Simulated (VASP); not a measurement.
# MgB2 (P6/mmm) in VASP: a series of runs

The runs below take MgB2 through electric field gradients, with PBE.

Everything below comes from runs of VASP 6.6.1. Logs are shortened: lines on timing, memory, paths and dates and some standing lists are left out, and cuts for length are marked.

### Step 1. The cell of the first run

Symmetry: P6/mmm, No. 191, hexagonal system. The conventional cell has a = 3.105 Å, b = 3.105 Å, c = 3.546 Å, α = 90.00°, β = 90.00°, γ = 120.00°. Mg (site symmetry 6/mmm) has 12 B at 2.52 Å and 6 Mg at 3.11 Å within 3.3 Å. B (site symmetry -6m2) has 3 B at 1.79 Å within 2.4 Å.

### Step 2. Electric field gradients, PBE (volume scaled by 1.02)

INCAR

```
SYSTEM = MgB2
ALGO     = Normal         ! electronic algorithm
EDIFF    = 1E-8           ! SCF threshold, eV
ENCUT    = 520            ! plane-wave cutoff, eV
GGA      = PE             ! functional
ISIF     = 2              ! what is computed and relaxed
ISMEAR   = -1             ! smearing method
LASPH    = .TRUE.         ! aspherical terms in the spheres
LCHARG   = .FALSE.        ! write CHGCAR
LEFG     = .TRUE.       
LREAL    = .FALSE.        ! projectors in reciprocal space
LWAVE    = .FALSE.        ! write WAVECAR
NBANDS   = 11             ! bands
NELM     = 60             ! most SCF steps
PREC     = Accurate       ! precision mode
SIGMA    = 0.05           ! smearing width, eV
```

KPOINTS

```
k-points
0
G
  12 12 9
  0 0 0
```

POSCAR

```
MgB2
1.0
    3.1054317692      0.0000000000      0.0000000000
   -1.5527158846      2.6893828019      0.0000000000
    0.0000000000      0.0000000000      3.5463318058
Mg B
1 2
Direct
    0.0000000000      0.0000000000      0.0000000000
    0.3333333333      0.6666666667      0.5000000000
    0.6666666667      0.3333333333      0.5000000000
```

Potentials or basis: VASP PAW PBE potentials, release 64 (Mg, B).

Launch:

```
$ cat potpaw_PBE.64/Mg/POTCAR potpaw_PBE.64/B/POTCAR > POTCAR
$ mpirun -np 1 vasp_std > vasp.out
```

OUTCAR:

```text
SYSTEM = MgB2
   EDIFF = 1E-8
   ENCUT = 520
   GGA = PE
   ISIF = 2
   ISMEAR = -1
   LASPH = .TRUE.
   LREAL = .FALSE.
   NELM = 60
   PREC = Accurate

 ion  position               nearest neighbor table
   1  0.000  0.000  0.000-   2 2.52   3 2.52   2 2.52   3 2.52   3 2.52   3 2.52   2 2.52   2 2.52
                             3 2.52   3 2.52   2 2.52   2 2.52
   2  0.333  0.667  0.500-   3 1.79   3 1.79   3 1.79   1 2.52   1 2.52   1 2.52   1 2.52   1 2.52
                             1 2.52
   3  0.667  0.333  0.500-   2 1.79   2 1.79   2 1.79   1 2.52   1 2.52   1 2.52   1 2.52   1 2.52
                             1 2.52

  LATTYP: Found a hexagonal cell.
 ALAT       =     3.1054317692
 C/A-ratio  =     1.1419770484

  Lattice vectors:

 A1 = (   3.1054317692,   0.0000000000,   0.0000000000)
 A2 = (  -1.5527158846,   2.6893828019,   0.0000000000)
 A3 = (   0.0000000000,   0.0000000000,   3.5463318058)

Analysis of symmetry for initial positions (statically):
=====================================================================
 Subroutine PRICEL returns:
 Original cell was already a primitive cell.

 Routine SETGRP: Setting up the symmetry group for a
 hexagonal supercell.

 Subroutine GETGRP returns: Found 24 space group operations
 (whereof 24 operations were pure point group operations)
 out of a pool of 24 trial point group operations.

The static configuration has the point symmetry D_6h.

Analysis of symmetry for dynamics (positions and initial velocities):
=====================================================================
 Subroutine PRICEL returns:
 Original cell was already a primitive cell.

 Routine SETGRP: Setting up the symmetry group for a
 hexagonal supercell.

 Subroutine GETGRP returns: Found 24 space group operations
 (whereof 24 operations were pure point group operations)
 out of a pool of 24 trial point group operations.

The dynamic configuration has the point symmetry D_6h.

[... 145 lines left out ...]

  energy without entropy =      -15.31371875  energy(sigma->0) =      -15.31587044

 E-fermi :   5.0815     XC(G=0): -10.8353

 val. band max:        5.0142211597   @ k =   0.0833   0.0000   0.2222
 cond. band min:       5.0850418118   @ k =   0.4167   0.1667   0.1111
 fundamental gap:      0.0708206522
 Fermi energy:         5.0815195857

 k-point     1 :       0.0000    0.0000    0.0000
  band No.  band energies     occupation
      1      -7.1785      2.00000
      2       2.2256      2.00000
      3       5.4580      0.00107
      4       5.4580      0.00107
      5       6.7296      0.00000
      6      11.3288      0.00000
      7      11.3288      0.00000
      8      12.9760      0.00000
      9      14.8728      0.00000
     10      17.5588      0.00000
     11      21.0893      0.00000
[... 309 lines left out ...]
 k-point    24 :       0.3333    0.0000    0.1111
  band No.  band energies     occupation
      1      -5.2097      2.00000
      2       0.1310      2.00000
      3       3.2788      2.00000
      4       3.4369      2.00000
      5       8.8776      0.00000
      6       9.6876      0.00000
      7      10.3693      0.00000
      8      14.3876      0.00000
      9      16.8069      0.00000
     10      17.5935      0.00000
     11      17.7606      0.00000

 [... further k-points ...]

------------------------ aborting loop because EDIFF is reached ----------------------------------------

  FORCE on cell =-STRESS in cart. coord.  units (eV):
  Direction    XX          YY          ZZ          XY          YZ          ZX
  --------------------------------------------------------------------------------------
  -------------------------------------------------------------------------------------
  Total       -0.8615086     -0.8615086     -0.5695642     -0.0000000      0.0000000      0.0000000
  in kB      -46.6032522    -46.6032522    -30.8105371     -0.0000000      0.0000000      0.0000000
  external PRESSURE =     -41.3390138 kB  Pullay stress =       0.0000000 kB

 VOLUME and BASIS-vectors are now :
 -----------------------------------------------------------------------------
  energy-cutoff  :      520.00
  volume of cell :       29.62
      direct lattice vectors                 reciprocal lattice vectors
     3.105431769  0.000000000  0.000000000     0.322016413  0.185916263  0.000000000
    -1.552715885  2.689382802  0.000000000     0.000000000  0.371832526  0.000000000
     0.000000000  0.000000000  3.546331806     0.000000000  0.000000000  0.281981511

 POSITION                                       TOTAL-FORCE (eV/Angst)
 -----------------------------------------------------------------------------------
      0.00000      0.00000      0.00000         0.000000      0.000000      0.000000
     -0.00000      1.79292      1.77317         0.000000      0.000000      0.000000
      1.55272      0.89646      1.77317        -0.000000      0.000000      0.000000
 -----------------------------------------------------------------------------------
    total drift:                                0.000000     -0.000000      0.000000

  FREE ENERGIE OF THE ION-ELECTRON SYSTEM (eV)
  ---------------------------------------------------
  free  energy   TOTEN  =       -15.3180221299 eV

  energy  without entropy=      -15.3137187501  energy(sigma->0) =      -15.31587044

 Electric field gradients (V/A^2)
---------------------------------------------------------------------
 ion       V_xx      V_yy      V_zz      V_xy      V_xz      V_yz
---------------------------------------------------------------------
   1       0.066     0.066    -0.132    -0.000     0.000    -0.000
   2      -9.719    -9.719    19.439    -0.000     0.000     0.000
   3      -9.719    -9.719    19.439    -0.000     0.000     0.000
---------------------------------------------------------------------

 Electric field gradients after diagonalization (V/A^2)
 (convention: |V_zz| > |V_xx| > |V_yy|)
----------------------------------------------------------------------
 ion       V_xx      V_yy      V_zz     asymmetry (V_yy - V_xx)/ V_zz
----------------------------------------------------------------------
   1       0.066     0.066    -0.132       0.000
   2      -9.719    -9.719    19.439       0.000
   3      -9.719    -9.719    19.439       0.000
----------------------------------------------------------------------

           NMR quadrupolar parameters

 Cq : quadrupolar parameter    Cq=e*Q*V_zz/h
 eta: asymmetry parameters     (V_yy - V_xx)/ V_zz
 Q  : nuclear electric quadrupole moment in mb (millibarn)
----------------------------------------------------------------------
 ion       Cq(MHz)       eta       Q (mb)
----------------------------------------------------------------------
   1      -0.000       0.000       1.000
   2       0.047       0.000       1.000
   3       0.047       0.000       1.000
----------------------------------------------------------------------
```

Run time: 11 s. Hardware: 1 thread of Intel Xeon 6975P-C (Granite Rapids), shared host; peak memory 0.16 GiB.

Results:

* Free energy: -15.3180 eV
* Pressure: -4.1 GPa
* Band gap on the k mesh: zero (band 4 reaches 6.90 eV, above the bottom of band 5 at 3.24 eV)

Stress tensor (GPa, compression positive):
```
-4.66  0.00  0.00
 0.00 -4.66  0.00
 0.00  0.00 -3.08
```

Electric field gradients, principal values (V/Å²):
```csv
atom,least,middle,greatest (by size)
1 Mg,0.066,0.066,-0.132
2 B,-9.719,-9.719,19.439
3 B,-9.719,-9.719,19.439
```

Caveat: without QUAD_EFG the Cq values of the log hold for a quadrupole moment of 1 mb, not for the nuclei.

### Step 3. Electric field gradients, PBE (volume scaled by 1.06)

INCAR

```
PREC = Accurate
ENCUT = 520
EDIFF = 1E-8
ISMEAR = -1
SIGMA = 0.05
LREAL = F
LASPH = T
NELM = 60
ALGO = Normal
ISIF = 2
LWAVE = F
LCHARG = F
GGA = PE
LEFG = T
NBANDS = 11
```

KPOINTS

```
regular mesh
0
Gamma
  12 12 9
```

POSCAR

```
MgB2
1.0
    3.1455062765      0.0000000000      0.0000000000
   -1.5727531383      2.7240883433      0.0000000000
    0.0000000000      0.0000000000      3.5920959734
Mg B
1 2
Direct
    0.0000000000      0.0000000000      0.0000000000
    0.3333333333      0.6666666667      0.5000000000
    0.6666666667      0.3333333333      0.5000000000
```

Potentials or basis: VASP PAW PBE potentials, release 64 (Mg, B).

Launch:

```
$ cat potpaw_PBE.64/Mg/POTCAR potpaw_PBE.64/B/POTCAR > POTCAR
$ mpirun -np 1 vasp_std > vasp.out
```

OUTCAR:

```text
PREC = Accurate
   ENCUT = 520
   EDIFF = 1E-8
   ISMEAR = -1
   LREAL = F
   LASPH = T
   NELM = 60
   ISIF = 2
   GGA = PE

 ion  position               nearest neighbor table
   1  0.000  0.000  0.000-   2 2.55   3 2.55   2 2.55   3 2.55   3 2.55   3 2.55   2 2.55   2 2.55
                             3 2.55   3 2.55   2 2.55   2 2.55
   2  0.333  0.667  0.500-   3 1.82   3 1.82   3 1.82   1 2.55   1 2.55   1 2.55   1 2.55   1 2.55
                             1 2.55
   3  0.667  0.333  0.500-   2 1.82   2 1.82   2 1.82   1 2.55   1 2.55   1 2.55   1 2.55   1 2.55
                             1 2.55

  LATTYP: Found a hexagonal cell.
 ALAT       =     3.1455062765
 C/A-ratio  =     1.1419770484

  Lattice vectors:

 A1 = (   3.1455062765,   0.0000000000,   0.0000000000)
 A2 = (  -1.5727531383,   2.7240883433,   0.0000000000)
 A3 = (   0.0000000000,   0.0000000000,   3.5920959734)

Analysis of symmetry for initial positions (statically):
=====================================================================
 Subroutine PRICEL returns:
 Original cell was already a primitive cell.

 Routine SETGRP: Setting up the symmetry group for a
 hexagonal supercell.

 Subroutine GETGRP returns: Found 24 space group operations
 (whereof 24 operations were pure point group operations)
 out of a pool of 24 trial point group operations.

The static configuration has the point symmetry D_6h.

Analysis of symmetry for dynamics (positions and initial velocities):
=====================================================================
 Subroutine PRICEL returns:
 Original cell was already a primitive cell.

 Routine SETGRP: Setting up the symmetry group for a
 hexagonal supercell.

 Subroutine GETGRP returns: Found 24 space group operations
 (whereof 24 operations were pure point group operations)
 out of a pool of 24 trial point group operations.

The dynamic configuration has the point symmetry D_6h.

 Subroutine INISYM returns: Found 24 space group operations
 (whereof 24 operations are pure point group operations),
 and found     1 'primitive' translations

----------------------------------------------------------------------------------------

                                     Primitive cell

  volume of cell :      30.7794

  direct lattice vectors                    reciprocal lattice vectors
     3.145506276  0.000000000  0.000000000     0.317913847  0.183547645  0.000000000
    -1.572753138  2.724088343  0.000000000     0.000000000  0.367095290  0.000000000
     0.000000000  0.000000000  3.592095973     0.000000000  0.000000000  0.278388998

  length of vectors
     3.145506276  3.145506277  3.592095973     0.367095290  0.367095290  0.278388998

  position of ions in fractional coordinates (direct lattice)
     0.000000000  0.000000000  0.000000000
     0.333333333  0.666666667  0.500000000
     0.666666667  0.333333333  0.500000000
[... 90 lines left out ...]
   NUPDOWN=      -1.0000    fix difference up-down
   EMIN   =  10.00;   EMAX   =-10.00  energy-range for DOS
   EFERMI =   0.00;   METHOD = LEGACY
   ISMEAR =    -1;   SIGMA  =   0.05  broadening in eV -4-tet -1-fermi 0-gaus
   EFERMI_NEDOS =   21; number of points for ismear=-14 and -15
   IALGO  =     38    algorithm
   IMIX   =      4    mixing-type and parameters
     AMIX     =   0.40;   BMIX     =  1.00
     AMIX_MAG =   1.60;   BMIX_MAG =  1.00
  volume/ion in A,a.u.               =      10.26        69.24
  Fermi-wavevector in a.u.,A,eV,Ry     =   1.044764  1.974318 14.851197  1.091532
  Thomas-Fermi vector in A             =   2.179531
   LORBIT       =      0    0 simple, 1 ext, 2 COOP (PROOUT), +10 PAW based schemes
   GGA     = PE    functional components
   LHFCALC =     F    Hartree Fock is set to
   AEXX    =    0.0000 exact exchange contribution
   IVDW    =     0    specifies the selected vdW correction
   LEPSILON=     F    determine dielectric tensor
   LRPA    =     F    only Hartree local field effects (RPA)
 non-spin polarized calculation
  energy-cutoff  :      520.00
  volume of cell :       30.78
 maximum number of plane-waves:       844
 NGX is ok and might be reduce to    24
   NGX = 11   NGY = 11   NGZ = 13

 number of electron       8.0000000 magnetization

 Free energy of the ion-electron system (eV)
  ---------------------------------------------------
  ext. energy  EPLUGINS =         0.00000000
  ---------------------------------------------------
  free energy    TOTEN  =       -15.26995376 eV

  energy without entropy =      -15.26562432  energy(sigma->0) =      -15.26778904

 E-fermi :   4.8145     XC(G=0): -10.6866

 val. band max:        4.7397652559   @ k =   0.3333   0.3333   0.2222
 cond. band min:       4.8334753765   @ k =   0.4167   0.1667   0.1111
 fundamental gap:      0.0937101206
 Fermi energy:         4.8144533095

 k-point     1 :       0.0000    0.0000    0.0000
  band No.  band energies     occupation
      1      -7.2145      2.00000
      2       2.0395      2.00000
      3       5.1691      0.00166
      4       5.1691      0.00166
      5       6.3676      0.00000
      6      10.9028      0.00000
      7      10.9028      0.00000
      8      12.2992      0.00000
      9      14.2824      0.00000
     10      16.8954      0.00000
     11      20.4799      0.00000
[... 309 lines left out ...]
 k-point    24 :       0.3333   -0.0000    0.1111
  band No.  band energies     occupation
      1      -5.2933      2.00000
      2      -0.0587      2.00000
      3       3.0637      2.00000
      4       3.2083      2.00000
      5       8.5405      0.00000
      6       9.2926      0.00000
      7       9.8197      0.00000
      8      13.8277      0.00000
      9      16.1885      0.00000
     10      16.9516      0.00000
     11      17.1955      0.00000

 [... further k-points ...]
[... 5 lines left out ...]
  --------------------------------------------------------------------------------------
  -------------------------------------------------------------------------------------
  Total       -1.9815494     -1.9815494     -1.2688812      0.0000000      0.0000000      0.0000000
  in kB     -103.1468125   -103.1468125    -66.0498569      0.0000000      0.0000000      0.0000000
  external PRESSURE =     -90.7811606 kB  Pullay stress =       0.0000000 kB

 VOLUME and BASIS-vectors are now :
 -----------------------------------------------------------------------------
  energy-cutoff  :      520.00
  volume of cell :       30.78
      direct lattice vectors                 reciprocal lattice vectors
     3.145506276  0.000000000  0.000000000     0.317913847  0.183547645  0.000000000
    -1.572753138  2.724088343  0.000000000     0.000000000  0.367095290  0.000000000
     0.000000000  0.000000000  3.592095973     0.000000000  0.000000000  0.278388998

 POSITION                                       TOTAL-FORCE (eV/Angst)
 -----------------------------------------------------------------------------------
      0.00000      0.00000      0.00000        -0.000000      0.000000      0.000000
     -0.00000      1.81606      1.79605        -0.000000     -0.000000      0.000000
      1.57275      0.90803      1.79605         0.000000      0.000000     -0.000000
 -----------------------------------------------------------------------------------
    total drift:                                0.000000     -0.000000     -0.000000

  FREE ENERGIE OF THE ION-ELECTRON SYSTEM (eV)
  ---------------------------------------------------
  free  energy   TOTEN  =       -15.2699537574 eV

  energy  without entropy=      -15.2656243152  energy(sigma->0) =      -15.26778904

 Electric field gradients (V/A^2)
---------------------------------------------------------------------
 ion       V_xx      V_yy      V_zz      V_xy      V_xz      V_yz
---------------------------------------------------------------------
   1       0.044     0.044    -0.087    -0.000     0.000     0.000
   2      -9.589    -9.589    19.177    -0.000     0.000    -0.000
   3      -9.589    -9.589    19.177    -0.000     0.000    -0.000
---------------------------------------------------------------------

 Electric field gradients after diagonalization (V/A^2)
 (convention: |V_zz| > |V_xx| > |V_yy|)
----------------------------------------------------------------------
 ion       V_xx      V_yy      V_zz     asymmetry (V_yy - V_xx)/ V_zz
----------------------------------------------------------------------
   1       0.044     0.044    -0.087       0.000
   2      -9.589    -9.589    19.177       0.000
   3      -9.589    -9.589    19.177       0.000
----------------------------------------------------------------------

           NMR quadrupolar parameters

 Cq : quadrupolar parameter    Cq=e*Q*V_zz/h
 eta: asymmetry parameters     (V_yy - V_xx)/ V_zz
 Q  : nuclear electric quadrupole moment in mb (millibarn)
----------------------------------------------------------------------
 ion       Cq(MHz)       eta       Q (mb)
----------------------------------------------------------------------
   1      -0.000       0.000       1.000
   2       0.046       0.000       1.000
   3       0.046       0.000       1.000
----------------------------------------------------------------------
```

OSZICAR:

```text
N       E                     dE             d eps       ncg     rms          rms(c)
DAV:   1     0.371133844435E+01    0.37113E+01   -0.37664E+03  2234   0.608E+02
DAV:   2    -0.162914497435E+02   -0.20003E+02   -0.18683E+02  2773   0.103E+02
DAV:   3    -0.168241253124E+02   -0.53268E+00   -0.53073E+00  2725   0.141E+01
DAV:   4    -0.168253299001E+02   -0.12046E-02   -0.12044E-02  2460   0.719E-01
DAV:   5    -0.168253346491E+02   -0.47490E-05   -0.47486E-05  2610   0.452E-02    0.496E+00
DAV:   6    -0.154979021218E+02    0.13274E+01   -0.16718E+00  2380   0.583E+00    0.239E+00
DAV:   7    -0.152765826868E+02    0.22132E+00   -0.93999E-01  2431   0.436E+00    0.733E-01
DAV:   8    -0.152801063275E+02   -0.35236E-02   -0.12194E-01  2342   0.179E+00    0.408E-01
DAV:   9    -0.152700855695E+02    0.10021E-01   -0.23980E-02  2323   0.698E-01    0.722E-02
DAV:  10    -0.152699612506E+02    0.12432E-03   -0.16559E-03  2591   0.222E-01    0.260E-02
DAV:  11    -0.152699540176E+02    0.72330E-05   -0.69912E-05  2342   0.497E-02    0.369E-03
DAV:  12    -0.152699538000E+02    0.21759E-06   -0.20617E-06  2408   0.771E-03    0.178E-03
DAV:  13    -0.152699537675E+02    0.32516E-07   -0.22278E-07  2465   0.277E-03    0.296E-04
DAV:  14    -0.152699537571E+02    0.10370E-07   -0.15166E-08  2227   0.679E-04    0.112E-04
DAV:  15    -0.152699537574E+02   -0.32648E-09   -0.17438E-09  1207   0.206E-04
   1 F= -.15269954E+02 E0= -.15267789E+02  d E =-.432944E-02
```

Run time: 13 s. Hardware: 1 thread of Intel Xeon 6975P-C (Granite Rapids), shared host; peak memory 0.16 GiB.

Results:

```
Free energy            : -15.2700 eV
Pressure               : -9.1 GPa
Band gap on the k mesh : zero (band 4 reaches 6.60 eV, above the bottom of band 5 at 3.04 eV)
```

Electric field gradients, principal values (V/Å²):
```
atom   least  middle  greatest (by size)
1 Mg   0.044   0.044              -0.087
 2 B  -9.589  -9.589              19.177
 3 B  -9.589  -9.589              19.177
```

Caveat: without QUAD_EFG the Cq values of the log hold for a quadrupole moment of 1 mb, not for the nuclei.

(Continued in part 2 of 3.)
